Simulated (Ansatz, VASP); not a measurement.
# BeB in VASP and in Ansatz

```
Be B
1.0
     2.26966    0.00000    0.00000
    -1.13483    1.96558    0.00000
     0.00000    0.00000    9.49377
Be B
3 3
Direct
  0.00000 0.00000 0.66544
  0.00000 0.00000 0.00000
  0.00000 0.00000 0.33456
  0.33333 0.66667 0.83376
  0.33333 0.66667 0.16624
  0.66667 0.33333 0.50000
```

Alike in both runs: functional PBE; k mesh 12 × 12 × 2; occupations gaussian, width 0.1 eV; no spin polarisation.

Ansatz relaxed the structure, and its values are those at the end. VASP's run is a single point on that final structure, the one shown.

```csv
,VASP,Ansatz
version,VASP 6.6.1,Ansatz 0.2.0
potentials or method,"VASP PAW PBE potentials, release 64 (Be, B), cutoff 520 eV","scalar-relativistic, plane waves, PAW"
valence electrons in the cell,15,15
```

Ansatz gave:

```
gap on the k mesh at the Fermi level (eV) : none
pressure (GPa)                            : -0.1
rms of the force components (eV/Å)        : 0.004
```

**Question.** Which values does VASP return?

**Answer.** gap on the k mesh at the Fermi level (eV): none; pressure (GPa): 0.0; rms of the force components (eV/Å): 0.003.

A gap of «none» marks a metal or a gap that the smearing closes. With one functional, cell and mesh, what is left measures potentials, basis and numerics.
